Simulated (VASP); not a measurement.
The system is Sn2Br.

```
CELL_PARAMETERS angstrom
0.00000 4.34093 4.34093
4.34093 0.00000 4.34093
4.34093 4.34093 0.00000
ATOMIC_POSITIONS crystal
Sn 0.62500 0.62500 0.62500
Sn 0.12500 0.62500 0.62500
Sn 0.62500 0.62500 0.12500
Sn 0.62500 0.12500 0.62500
Br 0.00000 0.00000 0.00000
Br 0.25000 0.25000 0.25000
```

- Program: VASP 6.6.1
- Task: relaxation of cell and atoms
- Functional: PBE
- Potentials or basis: VASP PAW PBE potentials, release 64 (Sn_d, Br)
- Cutoff: 600 eV
- k mesh: 4 × 4 × 4
- Occupations: gaussian, width 0.1 eV
- Spin: no spin polarisation

At the start: pressure 4.1 GPa; volume 27.27 Å³/atom.

Problem. Where does the relaxation end?

Solution. Over 3 steps the energy falls by 31.2 meV/atom and the volume is 29.91 Å³/atom (+9.7 %); space group Fd-3m (No. 227, to 0.05 Å).

The path:
```csv
step,energy change (eV),largest force (eV/Å),pressure (GPa),volume (Å³)
1,0.0000,0.0000,4.12,163.60
2,-0.1862,0.0000,-0.24,180.75
3,-0.1871,0.0000,0.01,179.48
```

Final structure:
```
Sn Br
1.0
     0.00000    4.47705    4.47705
     4.47705    0.00000    4.47705
     4.47705    4.47705    0.00000
Sn Br
4 2
Direct
  0.62500 0.62500 0.62500
  0.12500 0.62500 0.62500
  0.62500 0.62500 0.12500
  0.62500 0.12500 0.62500
  0.00000 0.00000 0.00000
  0.25000 0.25000 0.25000
```
